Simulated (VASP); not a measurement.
CdSe: single point with PBE

The system is CdSe.

```xyz
16
Lattice="7.0662 0.0000 0.0000 0.0000 7.0662 0.0000 0.0000 0.0000 7.0662" Properties=species:S:1:pos:R:3 pbc="T T T"
Cd    0.0327   -0.0650   -0.0231
Cd   -0.0324   -0.0033    3.5639
Cd    0.0282    3.4985   -0.0262
Cd   -0.0962    3.5558    3.5912
Cd    3.4574   -0.0302   -0.0342
Cd    3.5592    0.0330    3.5829
Cd    3.4805    3.5789   -0.0542
Cd    3.5543    3.6860    3.5164
Se    1.7416    1.7198    1.8790
Se    1.8782    1.7356    5.2728
Se    1.8198    5.2540    1.7786
Se    1.7607    5.2839    5.2759
Se    5.3901    1.8042    1.8568
Se    5.2745    1.7598    5.2541
Se    5.2786    5.3516    1.7071
Se    5.3332    5.1833    5.2629
```

```yaml
Program: VASP 6.6.1
Task: single point
Functional: PBE
Potentials_or_basis: VASP PAW PBE potentials, release 64 (Cd, Se)
Cutoff: 520 eV
k_mesh: 2 × 2 × 2
Occupations: fermi-dirac, width 0.19 eV
Spin: no spin polarisation
```

| Quantity | Value |
| --- | --- |
| Pressure | 2.3 GPa |
| Largest force | 0.765 eV/Å |

Forces on the atoms (eV/Å):
```
Cd  -0.083  0.128  0.066
Cd   0.037  0.020 -0.070
Cd  -0.028 -0.091  0.148
Cd   0.187 -0.076 -0.185
Cd   0.074  0.102  0.155
Cd  -0.001  0.049 -0.168
Cd   0.052 -0.129  0.108
Cd  -0.096 -0.213 -0.119
Se   0.130 -0.211 -0.198
Se  -0.166  0.174  0.471
Se  -0.151 -0.263 -0.128
Se  -0.126  0.164  0.074
Se  -0.130  0.378 -0.268
Se   0.277 -0.530  0.477
Se   0.091  0.457 -0.294
Se  -0.067  0.039 -0.069
```

Stress tensor (GPa, compression positive):
```
 2.34 -0.03 -0.01
-0.03  2.29  0.05
-0.01  0.05  2.16
```

Levels at points of the mesh, in eV from the Fermi level:
| k point | band 68 | band 69 | band 70 | band 71 | band 72 | band 73 | band 74 | band 75 | band 76 | band 77 |
| --- | --- | --- | --- | --- | --- | --- | --- | --- | --- | --- |
| (0.00, 0.00, 0.00) | -0.16 | -0.15 | -0.12 | -0.10 | -0.09 | -0.06 | 0.01 | 0.05 | 0.06 | 1.28 |
| (0.50, 0.00, 0.00) | -0.81 | -0.77 | -0.67 | -0.08 | -0.08 | -0.07 | 0.01 | 0.73 | 0.77 | 0.88 |
| (0.00, 0.50, 0.00) | -0.82 | -0.75 | -0.51 | -0.13 | -0.10 | 0.00 | 0.00 | 0.65 | 0.80 | 0.87 |
| (0.00, 0.00, 0.50) | -0.74 | -0.70 | -0.60 | -0.09 | -0.07 | -0.03 | 0.05 | 0.73 | 0.76 | 0.78 |
| (0.50, 0.50, 0.00) | -1.48 | -0.56 | -0.50 | -0.42 | -0.40 | 0.85 | 0.87 | 0.92 | 0.97 | 2.21 |
| (0.00, 0.50, 0.50) | -1.37 | -0.58 | -0.48 | -0.46 | -0.32 | 0.75 | 0.86 | 0.90 | 1.05 | 2.15 |
| (0.50, 0.00, 0.50) | -1.42 | -0.54 | -0.52 | -0.42 | -0.42 | 0.82 | 0.87 | 0.97 | 0.99 | 2.20 |
| (0.50, 0.50, 0.50) | -2.38 | -2.34 | -2.30 | -2.23 | -2.20 | 1.90 | 1.94 | 1.98 | 2.02 | 2.16 |

Wall time 6.6 min on 1 thread of Intel(R) Xeon(R) Platinum 8488C (Sapphire Rapids), on a shared host, peak memory 0.45 GiB.

Caveat: the k points lie up to 0.44 Å⁻¹ apart; the atoms stand as in a frame of molecular dynamics.
